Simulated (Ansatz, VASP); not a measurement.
# KI: VASP beside Ansatz

The input INCAR:

```
PREC = Accurate
ENCUT = 520
EDIFF = 1E-7
ISMEAR = 0
SIGMA = 0.05
LREAL = False
LASPH = True
NELM = 60
ALGO = Normal
ISIF = 2
LWAVE = False
LCHARG = False
GGA = PE
NBANDS = 15
```

File KPOINTS:

```
Automatic mesh
0
Gamma
  6 6 6
```

POSCAR

```
KI
1.0
    0.0000000000      3.4364362500      3.3483225000
    3.4364362500      0.0000000000      3.3483225000
    3.4364362500      3.4364362500      0.0000000000
K I
1 1
Direct
    0.0000000000      0.0000000000      0.0000000000
    0.5000000000      0.5000000000      0.5000000000
```

Input for Ansatz:

```yaml
crystal:
  lattice:
    - [0.0, 3.43643625, 3.3483225]
    - [3.43643625, 0.0, 3.3483225]
    - [3.43643625, 3.43643625, 0.0]
  atoms:
    - { symbol: K, position: [0.0, 0.0, 0.0] }
    - { symbol: I, position: [0.5, 0.5, 0.5] }
basis:
  ecutwfc: 420
kpoints:
  mp_grid: { grid: [6, 6, 6] }
hamiltonian:
  xc: pbe
scf:
  occupations: { method: gaussian, width: 0.05 }
output:
  forces: true
  stress: true
  eigenvalues: true
```

Change from the starting cell: strain -0.025 along x and y, -0.050 along z, atoms carried along.

Alike in both runs: task single point; functional PBE; k mesh 6 × 6 × 6; occupations gaussian, width 0.05 eV; no spin polarisation.

```csv
,VASP,Ansatz
version,VASP 6.6.1,Ansatz 0.2.0
potentials or method,"VASP PAW PBE potentials, release 64 (K_sv, I), cutoff 520 eV","scalar-relativistic, plane waves, PAW"
valence electrons in the cell,16,26
```

```tsv
	VASP	Ansatz	Ansatz less VASP
gap on the k mesh at the Fermi level (eV)	4.22	4.22	+0.005
least direct gap on the mesh (eV)	4.22	4.22	+0.005
pressure (GPa)	2.5	2.5	-0.05
traceless stress, the component that is largest in VASP (GPa)	0.82	0.81	-0.009
```

VASP's potentials hold 16 valence electrons a cell and Ansatz's 26, so a difference there can come from the potentials and not from the codes.

Spin-orbit coupling is off throughout.
